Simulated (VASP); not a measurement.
Write the native input for VASP 6.6.1 that does the following.

```
Task                    : density of states
Functional              : PBE
Potentials or basis     : VASP PAW PBE potentials, release 64 (Re)
Cutoff                  : 520 eV
k mesh                  : 18 × 18 × 18
Occupations             : fermi-dirac, width 0.1 eV
Spin                    : no spin polarisation
Dipole correction       : no
k mesh for the DOS      : 27 × 27 × 27
Occupations for the DOS : tetrahedron
Further INCAR settings  : ALGO = Normal; EDIFF = 1e-07
```

The system is Re.

```
Re
1.0
    -1.84472    1.84472    0.97073
     1.84472   -1.84472    0.97073
     1.84472    1.84472   -0.97073
Re
2
Direct
  0.62500 0.87500 0.75000
  0.37500 0.12500 0.25000
```

This cell differs from its parent crystal: volume scaled by 0.4.

One way to write it, as run:

POSCAR

```
Re
1.0
   -1.8447202257      1.8447202257      0.9707273680
    1.8447202257     -1.8447202257      0.9707273680
    1.8447202257      1.8447202257     -0.9707273680
Re
2
Direct
   -0.3750000000     -0.1250000000     -0.2500000000
    0.3750000000      0.1250000000      0.2500000000
```

INCAR.step1

```
SYSTEM = Re
ALGO     = Normal         ! electronic algorithm
EDIFF    = 1E-7           ! SCF threshold, eV
ENCUT    = 520            ! plane-wave cutoff, eV
GGA      = PE             ! functional
ISIF     = 2              ! what is computed and relaxed
ISMEAR   = -1             ! smearing method
LASPH    = .TRUE.         ! aspherical terms in the spheres
LCHARG   = .TRUE.         ! write CHGCAR
LMAXMIX  = 4              ! l up to which the mixer works
LREAL    = .FALSE.        ! projectors in reciprocal space
LWAVE    = .FALSE.        ! write WAVECAR
NBANDS   = 14             ! bands
NELM     = 60             ! most SCF steps
PREC     = Accurate       ! precision mode
SIGMA    = 0.1            ! smearing width, eV
```

KPOINTS.step1

```
k-points
0
G
  18 18 18
  0 0 0
```

INCAR.step2

```
SYSTEM = Re
ALGO     = Normal         ! electronic algorithm
EDIFF    = 1E-7           ! SCF threshold, eV
ENCUT    = 520            ! plane-wave cutoff, eV
GGA      = PE             ! functional
ICHARG   = 11             ! starting density
ISIF     = 2              ! what is computed and relaxed
ISMEAR   = -5             ! smearing method
LASPH    = .TRUE.         ! aspherical terms in the spheres
LCHARG   = .FALSE.        ! write CHGCAR
LMAXMIX  = 4              ! l up to which the mixer works
LORBIT   = 11             ! projections on sites
LREAL    = .FALSE.        ! projectors in reciprocal space
LWAVE    = .FALSE.        ! write WAVECAR
NEDOS    = 2001           ! points of the DOS
NELM     = 60             ! most SCF steps
PREC     = Accurate       ! precision mode
SIGMA    = 0.1            ! smearing width, eV
```

KPOINTS.step2

```
k-points
0
G
  27 27 27
  0 0 0
```

Potentials or basis: VASP PAW PBE potentials, release 64 (Re).

Command:

```sh
$ cat potpaw_PBE.64/Re/POTCAR > POTCAR
$ cp INCAR.step1 INCAR
$ cp KPOINTS.step1 KPOINTS
$ mpirun -np 1 vasp_std > vasp.out
$ cp INCAR.step2 INCAR
$ cp KPOINTS.step2 KPOINTS
$ mpirun -np 1 vasp_std > vasp.out
```

It took 4.3 min on 1 thread of Intel(R) Xeon(R) Platinum 8375C CPU @ 2.90GHz (Ice Lake), on a shared host, peak memory 0.41 GiB.
